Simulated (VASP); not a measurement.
**La: single point with r2SCAN**

La:

```
La
1.0
     3.75000    0.00000    0.00000
    -1.87500    3.24760    0.00000
     0.00000    0.00000    6.07000
La
2
Cartesian
  1.8750 1.0825 4.5525
  0.0000 2.1651 1.5175
```

```
Program             : VASP 6.6.1
Task                : single point
Functional          : r2SCAN
Potentials or basis : VASP PAW PBE potentials, release 64 (La)
Cutoff              : 520 eV
k mesh              : 5 × 5 × 3
Occupations         : fermi-dirac, width 0.05 eV
Spin                : no spin polarisation
```

| Property | Result |
| --- | --- |
| Pressure | 0.7 GPa |
| Band gap on the k mesh | zero (band 11 reaches 9.31 eV, above the bottom of band 12 at 7.63 eV) |

Stress tensor (GPa, compression positive):
```
 1.38  0.00  0.00
 0.00  1.38  0.00
 0.00  0.00 -0.67
```

Levels at points of the mesh, in eV from the Fermi level:
| k point | band 7 | band 8 | band 9 | band 10 | band 11 | band 12 | band 13 | band 14 | band 15 | band 16 |
| --- | --- | --- | --- | --- | --- | --- | --- | --- | --- | --- |
| (0.00, 0.00, 0.00) | -16.53 | -16.51 | -3.28 | -1.80 | 1.33 | 1.51 | 1.51 | 1.83 | 1.95 | 1.96 |

Run time: 110 s on 1 thread of Intel(R) Xeon(R) Platinum 8259CL CPU @ 2.50GHz (Skylake/Cascade Lake), on a shared host, peak memory 0.19 GiB.

Caveat: the k points lie up to 0.39 Å⁻¹ apart; the PAW data sets were made with another functional, which shifts forces and pressure a little; spin-orbit coupling is left out, which moves the levels of the heavy elements.
